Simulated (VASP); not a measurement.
Here is a VASP 6.6.1 calculation.

Contents of INCAR:

```
  PREC = Accurate
  ENCUT = 520
  EDIFF = 1E-7
  ISMEAR = 0
  SIGMA = 0.1
  LREAL = False
  LASPH = True
  NELM = 60
  ALGO = Normal
  ISIF = 2
  LWAVE = False
  LCHARG = False
  GGA = PE
  NBANDS = 28
```

Contents of KPOINTS:

```
Automatic mesh
0
Gamma
  6 6 4
```

Contents of POSCAR:

```
Nb2B3C
1.0
    4.3311754795     -0.0000000033      0.0000000000
   -2.1655877369      3.7509079951      0.0000000000
    0.0000000000      0.0000000000      6.0019629706
Nb B C
2 3 1
Direct
    0.3333333333      0.6666666667      0.0000000000
    0.6666666667      0.3333333333      0.0000000000
    0.0000000000      0.0000000000      0.7588739576
    0.0000000000      0.0000000000      0.2411260424
    0.0000000000      0.0000000000      0.5000000000
    0.0000000000      0.0000000000      0.0000000000
```

Potentials or basis: VASP PAW PBE potentials, release 64 (Nb_sv, B, C).

Command:

```sh
$ cat potpaw_PBE.64/Nb_sv/POTCAR potpaw_PBE.64/B/POTCAR potpaw_PBE.64/C/POTCAR > POTCAR
$ mpirun -np 1 vasp_std > vasp.out
```

Problem. Predict the pressure.

Solution. 0.0 GPa.

Problem. Predict the largest force.

Solution. 0.022 eV/Å.

Forces on the atoms (eV/Å):
```
Nb   0.000  0.000  0.000
Nb   0.000  0.000  0.000
B    0.000  0.000 -0.022
B    0.000  0.000  0.022
B    0.000  0.000  0.000
C    0.000  0.000  0.000
```
